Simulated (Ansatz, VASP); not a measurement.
## One calculation of AlP, two programs

The input INCAR:

```
  PREC = Accurate
  ENCUT = 500
  EDIFF = 1E-6
  ISMEAR = 0
  SIGMA = 0.02
  LREAL = F
  LASPH = T
  NELM = 120
  ALGO = Normal
  ISIF = 2
  LWAVE = F
  LCHARG = T
  GGA = PE
  LELF = T
  LVHAR = T
  NBANDS = 46
  GGA_COMPAT = F
```

File KPOINTS:

```
Automatic mesh
0
Gamma
  2 2 2
```

File POSCAR:

```
AlP
1.0
    0.0000000000      5.4510000000      5.4510000000
    5.4510000000      0.0000000000      5.4510000000
    5.4510000000      5.4510000000      0.0000000000
Al P
8 8
Direct
    0.0000000000      0.0000000000      0.0000000000
    0.0000000000      0.0000000000      0.5000000000
    0.0000000000      0.5000000000      0.0000000000
    0.0000000000      0.5000000000      0.5000000000
    0.5000000000      0.0000000000      0.0000000000
    0.5000000000      0.0000000000      0.5000000000
    0.5000000000      0.5000000000      0.0000000000
    0.5000000000      0.5000000000      0.5000000000
    0.1250000000      0.1250000000      0.1250000000
    0.1250000000      0.1250000000      0.6250000000
    0.1250000000      0.6250000000      0.1250000000
    0.1250000000      0.6250000000      0.6250000000
    0.6250000000      0.1250000000      0.1250000000
    0.6250000000      0.1250000000      0.6250000000
    0.6250000000      0.6250000000      0.1250000000
    0.6250000000      0.6250000000      0.6250000000
```

Input for Ansatz:

```yaml
crystal:
  lattice:
    - [0.0, 2.7255, 2.7255]
    - [2.7255, 0.0, 2.7255]
    - [2.7255, 2.7255, 0.0]
  atoms:
    - { symbol: Al, position: [0.0, 0.0, 0.0] }
    - { symbol: P, position: [0.25, 0.25, 0.25] }
  supercell: [2, 2, 2]
kpoints:
  mp_grid:
    grid: [2, 2, 2]
hamiltonian:
  xc: pbe
scf:
  occupations:
    method: gaussian
    width: 0.02
output:
  eigenvalues: true
```

Alike in both runs: task single point; functional PBE; k mesh 2 × 2 × 2; occupations gaussian, width 0.02 eV; no spin polarisation.

|  | VASP | Ansatz |
| --- | --- | --- |
| version | VASP 6.6.1 | Ansatz 0.2.0 |
| potentials or method | VASP PAW PBE potentials, release 64 (Al, P) | plane waves, PAW |
| plane-wave cutoff (eV) | 500 | 420 |
| valence electrons in the cell | 64 | 64 |

```tsv
	VASP	Ansatz	Ansatz less VASP
gap on the k mesh at the Fermi level (eV)	1.54	1.55	+0.003
```

The k mesh is coarse, so the values compare programs but aren't converged.
